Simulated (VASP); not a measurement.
Set up this calculation in VASP 6.6.1, as the native input.

* Task: single point
* Functional: LDA
* Potentials or basis: VASP PAW LDA potentials, release 64 (V_sv)
* Cutoff: 520 eV
* k mesh: 12 × 12 × 6
* Occupations: fermi-dirac, width 0.05 eV
* Spin: collinear spin, ferromagnetic start
* Starting moments: [2.0, 2.0] μB
* Dipole correction: no
* Further INCAR settings: ALGO = Normal; EDIFF = 1e-06; NBANDS = 24

The structure of V lies in POSCAR:

```
V
1.0
    2.5868150921      0.0000000000      0.0000000000
   -1.2934075460      2.2402475846      0.0000000000
    0.0000000000      0.0000000000      4.6916348032
V
2
Direct
    0.3333333333      0.6666666667      0.2500000000
    0.6666666667      0.3333333333      0.7500000000
```

This isn't the form of V at room conditions, which is bcc.

One way to write it, as run:

INCAR

```
SYSTEM = V
ALGO     = Normal         ! electronic algorithm
EDIFF    = 1E-6           ! SCF threshold, eV
ENCUT    = 520            ! plane-wave cutoff, eV
ISIF     = 2              ! what is computed and relaxed
ISMEAR   = -1             ! smearing method
ISPIN    = 2              ! spin polarisation
LASPH    = .True.         ! aspherical terms in the spheres
LCHARG   = .True.         ! write CHGCAR
LELF     = .True.         ! ELF
LMAXMIX  = 4              ! l up to which the mixer works
LORBIT   = 11             ! projections on sites
LREAL    = .False.        ! projectors in reciprocal space
LVHAR    = .True.       
LWAVE    = .False.        ! write WAVECAR
MAGMOM   = 2 2            ! initial moments
NBANDS   = 24             ! bands
NELM     = 150            ! most SCF steps
PREC     = Accurate       ! precision mode
SIGMA    = 0.05           ! smearing width, eV
```

KPOINTS

```
k-points
0
Gamma
  12 12 6
  0 0 0
```

Potentials or basis: VASP PAW LDA potentials, release 64 (V_sv).

Command:

```console
$ cat potpaw_LDA.64/V_sv/POTCAR > POTCAR
$ mpirun -np 1 vasp_std > vasp.out
```

Results of the run:

```json
{
  "Pressure": "-9.4 GPa",
  "Band gap on the k mesh": "zero (filled and empty bands overlap)",
  "Net moment": "0.00 μB per cell",
  "Valence electrons inside the program's atomic spheres": "V 11.69"
}
```

Caveat: the cell stands under tension.

Run time: 94 s on 1 thread of AMD EPYC 9R45 (Zen 5) (shared host), peak memory 0.14 GiB.
